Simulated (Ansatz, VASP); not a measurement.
**One calculation of HfB2, two programs**

```
CELL_PARAMETERS angstrom
3.22159 0.00000 0.00000
-1.61080 2.78998 0.00000
0.00000 0.00000 3.57043
ATOMIC_POSITIONS crystal
Hf 0.00000 0.00000 0.00000
B 0.33333 0.66667 0.50000
B 0.66667 0.33333 0.50000
```

Alike in both runs: task single point; functional PBE; k mesh 11 × 11 × 8; occupations fermi-dirac, width 0.1 eV; no spin polarisation.

```csv
,VASP,Ansatz
version,VASP 6.6.1,Ansatz 0.2.0
potentials or method,"VASP PAW PBE potentials, release 64 (Hf_pv, B), cutoff 520 eV","plane waves, PAW"
valence electrons in the cell,16,32
```

VASP gave:

| Item | Value |
| --- | --- |
| pressure (GPa) | -16.1 |
| traceless stress, the component that is largest in VASP (GPa) | 1.63 |

**Question.** Which values does Ansatz return?

**Answer.** Pressure (GPa): -15.6; traceless stress, the component that is largest in VASP (GPa): 1.58.

VASP's potentials hold 16 valence electrons a cell and Ansatz's 32, so a difference there can come from the potentials and not from the codes.

Spin-orbit coupling is off throughout.
